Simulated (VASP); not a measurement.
A run of VASP 6.6.1 is set up as follows.

File INCAR:

```
SYSTEM = LiCa18
ALGO     = Normal         ! electronic algorithm
EDIFF    = 1E-6           ! SCF threshold, eV
ENCUT    = 520            ! plane-wave cutoff, eV
GGA      = PS             ! functional
ISIF     = 2              ! what is computed and relaxed
ISMEAR   = 0              ! smearing method
LASPH    = .True.         ! aspherical terms in the spheres
LCHARG   = .False.        ! write CHGCAR
LREAL    = Auto         
LWAVE    = .False.        ! write WAVECAR
NBANDS   = 106            ! bands
NELM     = 100            ! most SCF steps
PREC     = Accurate       ! precision mode
SIGMA    = 0.05           ! smearing width, eV
```

File KPOINTS:

```
k-points
0
Gamma
  1 2 1
  0 0 0
```

Contents of POSCAR:

```
LiCa18
1.0
   16.7400000000      0.0000000000      0.0000000000
    0.0000000000      7.8913120000      0.0000000000
    0.0000000000      0.0000000000     14.9456560000
Ca Li
18 1
Direct
    0.0000000000      0.0000000000      0.0669091000
    0.3333333000      0.0000000000      0.0669091000
    0.6666667000      0.0000000000      0.0669091000
    0.0000000000      0.5000000000      0.0669091000
    0.3333333000      0.5000000000      0.0669091000
    0.6666667000      0.5000000000      0.0669091000
    0.1666591109      0.2498493501      0.1898425358
    0.4977289560      0.2504164049      0.1882376758
    0.8356074035      0.2504471917      0.1882515762
    0.1666725409      0.7505463506      0.1889259205
    0.4986298242      0.7501204234      0.1883152949
    0.8347028133      0.7501408330      0.1883100604
    0.0059246683     -0.0039627058      0.3114868462
    0.3274215520     -0.0040902255      0.3114982497
    0.6666683410      0.0009072483      0.3087845916
    0.0067417222      0.5057751156      0.3118246533
    0.3266369322      0.5057961367      0.3118321620
    0.6666510874      0.4998882538      0.3088599399
    0.1666024420      0.7533960140      0.4100255533
```

Potentials or basis: VASP PAW PBE potentials, release 64 (Ca_sv, Li_sv).

Command:

```console
$ cat potpaw_PBE.64/Ca_sv/POTCAR potpaw_PBE.64/Li_sv/POTCAR > POTCAR
$ mpirun -np 1 vasp_std > vasp.out
```

Task: What does it give for the largest force?

Result: 0.040 eV/Å.

Task: What does it give for the band gap on the k mesh?

Result: Zero (an odd number of electrons rules out a gap without spin polarisation).

Forces in eV/Å, atoms in the order of the input:
```
Ca   0.000  0.024 -0.014
Ca   0.000  0.024 -0.014
Ca   0.000  0.040  0.000
Ca   0.003 -0.024 -0.008
Ca  -0.003 -0.024 -0.008
Ca   0.000 -0.038  0.000
Ca   0.001  0.004 -0.009
Ca   0.003 -0.001  0.003
Ca  -0.003 -0.001  0.003
Ca   0.000 -0.001 -0.005
Ca   0.003  0.000  0.002
Ca  -0.003  0.000  0.002
Ca   0.009 -0.001  0.012
Ca  -0.010  0.000  0.012
Ca   0.000  0.001  0.008
Ca   0.005 -0.001  0.009
Ca  -0.007 -0.002  0.009
Ca   0.000 -0.001  0.008
Li   0.001  0.000 -0.009
```

Caveat: the k points lie up to 0.40 Å⁻¹ apart, too coarse for converged energies and pressures of a metal; the PAW data sets were made with another functional, which shifts forces and pressure a little.
